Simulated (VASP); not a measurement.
Write the native input for VASP 6.6.1 that does the following.

| Quantity | Value |
| --- | --- |
| Task | single point |
| Functional | PBE |
| Potentials or basis | VASP PAW PBE potentials, release 64 (Ti_sv, H) |
| Cutoff | 520 eV |
| k mesh | 9 × 6 × 1 |
| Occupations | gaussian, width 0.1 eV |
| Spin | no spin polarisation |
| Dipole correction | yes |
| Further INCAR settings | ALGO = Normal; EDIFF = 1e-07; NBANDS = 46 |

The structure of Ti6H lies in POSCAR:

```
Ti6H
1.0
    2.9381632083      0.0000000000      0.0000000000
    0.0000000000      4.6504654186      0.0000000000
    0.0000000000      0.0000000000     21.2842241985
Ti H
6 1
Direct
    0.0000000000      0.7500000000      0.1879326191
    0.5000000000      0.2500000000      0.2277825405
    0.5000000000      0.7500000000      0.3074823831
    0.0000000000      0.2500000000      0.3461291997
    0.0000000000      0.7500000000      0.4220680059
    0.5000000000      0.2500000000      0.4596937200
    0.5000000000      0.4166666667      0.5337954231
```

These files were run (other wordings do the same):

INCAR

```
SYSTEM = Ti6H
PREC = Accurate
ENCUT = 520
EDIFF = 1E-7
ISMEAR = 0
SIGMA = 0.1
LREAL = .FALSE.
LASPH = .TRUE.
NELM = 80
ALGO = Normal
ISIF = 2
LWAVE = .FALSE.
LCHARG = .TRUE.
LDIPOL = .TRUE.
IDIPOL = 3
DIPOL = 0.5 0.5 0.355
GGA = PE
LELF = .TRUE.
LVHAR = .TRUE.
LVACPOTAV = .TRUE.
NBANDS = 46
```

KPOINTS

```
regular mesh
0
G
  9 6 1
  0 0 0
```

Potentials or basis: VASP PAW PBE potentials, release 64 (Ti_sv, H).

Command:

```sh
$ cat potpaw_PBE.64/Ti_sv/POTCAR potpaw_PBE.64/H/POTCAR > POTCAR
$ mpirun -np 1 vasp_std > vasp.out
```

Results of the run:

The largest force is 0.305 eV/Å and the band gap on the k mesh is zero (an odd number of electrons rules out a gap without spin polarisation).

Run time: 5.3 min on 1 thread of Intel(R) Xeon(R) 6975P-C (Granite Rapids), on a shared host, peak memory 0.45 GiB.
